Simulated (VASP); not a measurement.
## V: single point with revPBE+D3(BJ)

The system is V.

```
V
1.0
    -1.49388    1.49388    1.49388
     1.49388   -1.49388    1.49388
     1.49388    1.49388   -1.49388
V
1
Direct
  0.00000 0.00000 0.00000
```

* Program: VASP 6.6.1
* Task: single point
* Functional: revPBE
* Dispersion: D3(BJ)
* Potentials or basis: VASP PAW PBE potentials, release 64 (V_sv)
* Cutoff: 520 eV
* k mesh: 12 × 12 × 12
* Occupations: fermi-dirac, width 0.05 eV
* Spin: collinear spin, ferromagnetic start
* Starting moments: [2.0] μB

| Item | Value |
| --- | --- |
| Pressure | -11.1 GPa |
| Net moment | 0.00 μB per cell |
| Valence electrons inside the program's atomic spheres | V 11.66 |
| Dispersion energy per atom | -1.288 eV |

Levels at points of the mesh, in eV from the Fermi level:
Spin up:
```
           k point  band 4  band 5  band 6  band 7  band 8  band 9
(0.00, 0.00, 0.00)  -37.03   -6.61    0.43    0.43    0.43    2.47
(0.50, 0.00, 0.00)  -37.04   -3.20   -1.13    1.66    2.47    2.84
(0.50, 0.50, 0.50)  -37.66   -3.03   -3.03    3.78    3.78    3.78
```
Spin down:
| k point | band 4 | band 5 | band 6 | band 7 | band 8 | band 9 |
| --- | --- | --- | --- | --- | --- | --- |
| (0.00, 0.00, 0.00) | -37.03 | -6.61 | 0.43 | 0.43 | 0.43 | 2.47 |
| (0.50, 0.00, 0.00) | -37.04 | -3.20 | -1.13 | 1.66 | 2.47 | 2.84 |
| (0.50, 0.50, 0.50) | -37.66 | -3.03 | -3.03 | 3.78 | 3.78 | 3.78 |

Run time: 20 s on 1 thread of Intel(R) Xeon(R) 6975P-C (Granite Rapids) (shared host), peak memory 0.15 GiB.

Caveat: the PAW data sets were made with another functional, which shifts forces and pressure a little; pairwise dispersion overbinds metals, which lowers pressure and volume.
